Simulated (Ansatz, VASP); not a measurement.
**Two plane-wave programs on CdCl**

INCAR

```
ALGO = Normal ; EDIFF = 1E-7
EDIFFG = -0.01 ; ENCUT = 600
GGA = PE ; IBRION = 2
ISIF = 3 ; ISMEAR = 0
LASPH = T ; LCHARG = F
LREAL = F ; LWAVE = F
NELM = 100 ; NSW = 100
PREC = Accurate ; SIGMA = 0.1
```

Contents of KPOINTS:

```
k-points
0
Gamma
  14 14 14
```

Contents of POSCAR:

```
CdCl
1.0
    0.0000000000      3.2822383499      3.2822383499
    3.2822383499      0.0000000000      3.2822383499
    3.2822383499      3.2822383499      0.0000000000
Cd Cl
1 1
Direct
    0.0000000000      0.0000000000      0.0000000000
    0.2500000000      0.2500000000      0.2500000000
```

Input for Ansatz:

```yaml
crystal:
  lattice:
    - [0.0, 3.2822383499, 3.2822383499]
    - [3.2822383499, 0.0, 3.2822383499]
    - [3.2822383499, 3.2822383499, 0.0]
  atoms:
    - { symbol: Cd, position: [0.0, 0.0, 0.0] }
    - { symbol: Cl, position: [0.25, 0.25, 0.25] }
basis:
  ecutwfc: 420
kpoints:
  mp_grid: { grid: [14, 14, 14] }
hamiltonian:
  xc: pbe
scf:
  occupations: { method: gaussian, width: 0.1 }
output:
  forces: true
  stress: true
  eigenvalues: true
relax:
  adjacent_minimum: "off"
  f_tol: 0.01
  max_steps: 80
  cell: { stress_tol: 0.05 }
```

Alike in both runs: task relaxation of cell and atoms; functional PBE; k mesh 14 × 14 × 14; occupations gaussian, width 0.1 eV; no spin polarisation.

|  | VASP | Ansatz |
| --- | --- | --- |
| version | VASP 6.6.1 | Ansatz 0.2.0 |
| potentials or method | VASP PAW PBE potentials, release 64 (Cd, Cl), cutoff 600 eV | scalar-relativistic, plane waves, PAW |
| valence electrons in the cell | 19 | 27 |

VASP gave:

```
gap on the k mesh at the Fermi level, each at its own relaxed structure (eV) : none
relaxed volume (Å³/atom)                                                     : 35.42
relaxed length of the cell vector where the two differ most in proportion (Å)              : 4.645
```

What did Ansatz give for the same quantities?

gap on the k mesh at the Fermi level, each at its own relaxed structure (eV): none; relaxed volume (Å³/atom): 35.36; relaxed length of the cell vector where the two differ most in proportion (Å): 4.642.

A gap of «none» marks a metal or a gap that the smearing closes. VASP's potentials hold 19 valence electrons a cell and Ansatz's 27, so a difference there can come from the potentials and not from the codes.
